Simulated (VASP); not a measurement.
A run of VASP 6.6.1:

File INCAR:

```
ALGO     = Normal         # electronic algorithm
EDIFF    = 1E-6           # SCF threshold, eV
ENCUT    = 500            # plane-wave cutoff, eV
GGA_COMPAT= F            
ISIF     = 2              # what is computed and relaxed
ISMEAR   = 0              # smearing method
LASPH    = T              # aspherical terms in the spheres
LCHARG   = F              # write CHGCAR
LREAL    = F              # projectors in reciprocal space
LWAVE    = F              # write WAVECAR
NBANDS   = 17             # bands
NELM     = 120            # most SCF steps
PREC     = Accurate       # precision mode
SIGMA    = 0.02           # smearing width, eV
```

KPOINTS

```
k-points
0
Gamma
  5 5 5
```

POSCAR

```
SnSe
1.0
    0.0000000000      2.9438690755      2.9438690755
    2.9438690755      0.0000000000      2.9438690755
    2.9438690755      2.9438690755      0.0000000000
Sn Se
1 1
Direct
    0.0000000000      0.0000000000      0.0000000000
    0.5000000000      0.5000000000      0.5000000000
```

Potentials or basis: VASP PAW LDA potentials, release 64 (Sn_d, Se).

Command:

```sh
$ cat potpaw_LDA.64/Sn_d/POTCAR potpaw_LDA.64/Se/POTCAR > POTCAR
$ mpirun -np 1 vasp_std > vasp.out
```

Hardware: 1 thread of AMD EPYC 7R43 64-Core Processor (Zen 3), with other jobs on the host.

**Question.** How long does it take, and how much memory?

**Answer.** Wall time 12 s on 1 thread of AMD EPYC 7R43 64-Core Processor (Zen 3), with other jobs on the host, peak memory 0.11 GiB. Counts: scf iterations 11, k points 10.
